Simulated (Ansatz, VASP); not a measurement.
# TiIN: VASP beside Ansatz

File INCAR:

```
SYSTEM = TiIN
PREC = Accurate
ENCUT = 520
EDIFF = 1E-6
ISMEAR = -5
SIGMA = 0.1
LREAL = .False.
LASPH = .True.
NELM = 150
ALGO = Normal
ISIF = 2
LWAVE = .False.
LCHARG = .False.
ISPIN = 2
MAGMOM = 0 0 1.1 1.3 0 0
LORBIT = 11
LMAXMIX = 4
GGA = PE
NBANDS = 37
```

KPOINTS

```
Automatic mesh
0
Gamma
  3 4 4
  0 0 0
```

Contents of POSCAR:

```
TiIN
1.0
    6.0848300000     -0.3433660000     -0.5850430000
   -0.2993860000      4.7832420000      0.0800980000
   -1.4582610000      0.5399240000      4.6206490000
N Ti I
2 2 2
Direct
    0.5338030000      0.4980470000      0.1071280000
    0.7254680000      0.7194970000      0.4783320000
    0.6729280000      0.1870090000      0.6638330000
    0.9543970000      0.6621090000      0.0648790000
    0.4099270000      0.9810600000      0.0696580000
    0.0816560000      0.1211720000      0.4712760000
```

Input for Ansatz:

```yaml
crystal:
  lattice:
    - [6.08483, -0.343366, -0.585043]
    - [-0.299386, 4.783242, 0.080098]
    - [-1.458261, 0.539924, 4.620649]
  atoms:
    - { symbol: "N", position: [0.533803, 0.498047, 0.107128] }
    - { symbol: "N", position: [0.725468, 0.719497, 0.478332] }
    - { symbol: Ti, position: [0.672928, 0.187009, 0.663833], spin: 1.1 }
    - { symbol: Ti, position: [0.954397, 0.662109, 0.064879], spin: 1.3 }
    - { symbol: I, position: [0.409927, 0.98106, 0.069658] }
    - { symbol: I, position: [0.081656, 0.121172, 0.471276] }
kpoints:
  mp_grid: { grid: [3, 4, 4], shift: [0.0, 0.0, 0.0] }
magnetization:
  spin_polarized: true
scf:
  occupations: { method: tetrahedron }
hamiltonian:
  pseudopotentials: { kind: paw }
  xc: pbe
basis:
  ecutwfc: 420
output:
  forces: true
  stress: true
  eigenvalues: true
```

Alike in both runs: task single point; functional PBE; k mesh 3 × 4 × 4; occupations tetrahedron; collinear spin.

|  | VASP | Ansatz |
| --- | --- | --- |
| version | VASP 6.6.1 | Ansatz 0.2.0 |
| potentials or method | VASP PAW PBE potentials, release 64 (N, Ti_sv, I), cutoff 520 eV | PAW plane waves |
| valence electrons in the cell | 48 | 68 |

```tsv
	VASP	Ansatz	Ansatz less VASP
gap on the k mesh at the Fermi level (eV)	none	none	-
rms of the force components (eV/Å)	1.306	1.312	+0.0053
net moment per atom (μB)	0.16	0.48	+0.319
size of the moment on the site where the two differ most (μB)	0.10	1.31	+1.206
```

The net moments are unlike, so the other rows may belong to different states. Site moments also hang on the region over which each program counts them. Atom by atom the forces differ by 0.133 eV/Å (rms over components). A gap of «none» marks a metal or a gap that the smearing closes. VASP's potentials hold 48 valence electrons a cell and Ansatz's 68, so a difference there can come from the potentials and not from the codes. Ansatz's warnings: band table not solved further, stability check not made, tetrahedron derivatives may miss energy slope.

The k mesh is coarse, so the values compare programs but aren't converged. Spin-orbit coupling is off throughout.
